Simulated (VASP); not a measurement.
Set up this calculation in VASP 6.6.1, as the native input.

* Task: relaxation of cell and atoms
* Functional: r2SCAN
* Potentials or basis: VASP PAW PBE potentials, release 64 (Ir)
* Cutoff: 600 eV
* k mesh: 18 × 18 × 18
* Occupations: gaussian, width 0.1 eV
* Spin: no spin polarisation
* Dipole correction: no
* Further INCAR settings: ALGO = Normal; EDIFF = 1e-06; IBRION = 2; EDIFFG = -0.005; NSW = 100; ISIF = 3

Crystal: Ir.

```
CELL_PARAMETERS angstrom
0.00000 1.91560 1.91560
1.91560 0.00000 1.91560
1.91560 1.91560 0.00000
ATOMIC_POSITIONS crystal
Ir 0.00000 0.00000 0.00000
```

The input as run:

POSCAR

```
Ir
1.0
    0.0000000000      1.9156000000      1.9156000000
    1.9156000000      0.0000000000      1.9156000000
    1.9156000000      1.9156000000      0.0000000000
Ir
1
Direct
    0.0000000000      0.0000000000      0.0000000000
```

INCAR.step1

```
PREC     = Accurate       # precision mode
ENCUT    = 600            # plane-wave cutoff, eV
ISMEAR   = 0              # smearing method
SIGMA    = 0.1            # smearing width, eV
LREAL    = False          # projectors in reciprocal space
LASPH    = True           # aspherical terms in the spheres
NELM     = 80             # most SCF steps
GGA      = PE             # functional
ALGO     = Normal         # electronic algorithm
EDIFF    = 1E-4           # SCF threshold, eV
LWAVE    = True           # write WAVECAR
LCHARG   = False          # write CHGCAR
```

INCAR.step2

```
PREC     = Accurate       # precision mode
ENCUT    = 600            # plane-wave cutoff, eV
EDIFF    = 1E-6           # SCF threshold, eV
ISMEAR   = 0              # smearing method
SIGMA    = 0.1            # smearing width, eV
LREAL    = False          # projectors in reciprocal space
LASPH    = True           # aspherical terms in the spheres
NELM     = 80             # most SCF steps
ALGO     = Normal         # electronic algorithm
ISIF     = 3              # what is computed and relaxed
LWAVE    = False          # write WAVECAR
LCHARG   = False          # write CHGCAR
METAGGA  = R2SCAN         # meta-GGA
LMIXTAU  = True         
IBRION   = 2              # ionic algorithm
NSW      = 100            # ionic steps
EDIFFG   = -0.005         # ionic threshold
ISTART   = 1
```

KPOINTS

```
Automatic mesh
0
Gamma
  18 18 18
```

Potentials or basis: VASP PAW PBE potentials, release 64 (Ir).

Command:

```console
$ cat potpaw_PBE.64/Ir/POTCAR > POTCAR
$ cp INCAR.step1 INCAR
$ mpirun -np 1 vasp_std > vasp.out
$ cp INCAR.step2 INCAR
$ mpirun -np 1 vasp_std > vasp.out
```

Results of the run:

- Relaxed volume: 14.30 Å³/atom
- Relaxed cell: a = 2.724 Å, b = 2.724 Å, c = 2.724 Å, α = 60.00°, β = 60.00°, γ = 60.00°
- Space group after relaxing (to 0.05 Å): Fm-3m (No. 225)
- Energy gained by relaxing: 4.8 meV/atom
- Ionic steps: 4
- Pressure after relaxing: 0.0 GPa

Caveat: the PAW data sets were made with another functional, which shifts forces and pressure a little.

It took 14 min on 1 thread of AMD EPYC 7R13, on a shared host, peak memory 0.15 GiB.
